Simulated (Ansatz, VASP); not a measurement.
**Al3Ni5 in VASP and in Ansatz**

The input INCAR:

```
PREC = Accurate ; ENCUT = 520
EDIFF = 1E-6 ; ISMEAR = 0
SIGMA = 0.15 ; LREAL = F
LASPH = T ; NELM = 60
ALGO = Fast ; ISIF = 2
LWAVE = F ; LCHARG = F
GGA = PS ; NBANDS = 40
```

File KPOINTS:

```
regular mesh
0
Gamma
  8 8 10
```

POSCAR

```
Al3Ni5
1.0
    3.2933322760     -3.6919375971      0.0000000000
    3.2933322760      3.6919375971      0.0000000000
    0.0000000000      0.0000000000      3.7203545651
Al Ni
3 5
Direct
    0.5000000000      0.5000000000      0.1007968443
    0.7796888787      0.2203111213      0.6007968443
    0.2203111213      0.7796888787      0.6007968443
    0.0000000000      0.0000000000      0.0000000000
    0.0000000000      0.5000000000      0.0000000000
    0.5000000000      0.0000000000      0.0000000000
    0.2762373066      0.2762373066      0.5000000000
    0.7237626934      0.7237626934      0.5000000000
```

Input for Ansatz:

```yaml
crystal:
  lattice:
    - [3.293332276, -3.6919375971, 0.0]
    - [3.293332276, 3.6919375971, 0.0]
    - [0.0, 0.0, 3.7203545651]
  atoms:
    - { symbol: Al, position: [0.5, 0.5, 0.1007968443] }
    - { symbol: Al, position: [0.7796888787, 0.2203111213, 0.6007968443] }
    - { symbol: Al, position: [0.2203111213, 0.7796888787, 0.6007968443] }
    - { symbol: Ni, position: [0.0, 0.0, 0.0] }
    - { symbol: Ni, position: [0.0, 0.5, 0.0] }
    - { symbol: Ni, position: [0.5, 0.0, 0.0] }
    - { symbol: Ni, position: [0.2762373066, 0.2762373066, 0.5] }
    - { symbol: Ni, position: [0.7237626934, 0.7237626934, 0.5] }
basis:
  ecutwfc: 420
kpoints:
  mp_grid: { grid: [8, 8, 10] }
hamiltonian:
  xc: pbesol
scf:
  occupations: { method: gaussian, width: 0.15 }
output:
  forces: true
  stress: true
  eigenvalues: true
```

Change from the starting cell: all Al atoms moved +0.375 Å, as atom 1 along Cartesian [0 0 1].

Alike in both runs: task single point; functional PBEsol; k mesh 8 × 8 × 10; occupations gaussian, width 0.15 eV; no spin polarisation.

|  | VASP | Ansatz |
| --- | --- | --- |
| version | VASP 6.6.1 | Ansatz 0.2.0 |
| potentials or method | VASP PAW PBE potentials, release 64 (Al, Ni), cutoff 520 eV | scalar-relativistic, plane waves, PAW |
| valence electrons in the cell | 59 | 99 |

VASP gave:

| Property | Result |
| --- | --- |
| gap on the k mesh at the Fermi level (eV) | none |
| pressure (GPa) | 9.4 |
| traceless stress, the component that is largest in VASP (GPa) | -6.29 |
| rms of the force components (eV/Å) | 1.680 |

Which values does Ansatz return?

gap on the k mesh at the Fermi level (eV): none; pressure (GPa): 9.2; traceless stress, the component that is largest in VASP (GPa): -6.29; rms of the force components (eV/Å): 1.669.

VASP's potentials were made for PBE, not for PBEsol. Atom by atom the forces differ by 0.011 eV/Å (rms over components). A gap of «none» marks a metal or a gap that the smearing closes. VASP's potentials hold 59 valence electrons a cell and Ansatz's 99, so a difference there can come from the potentials and not from the codes.
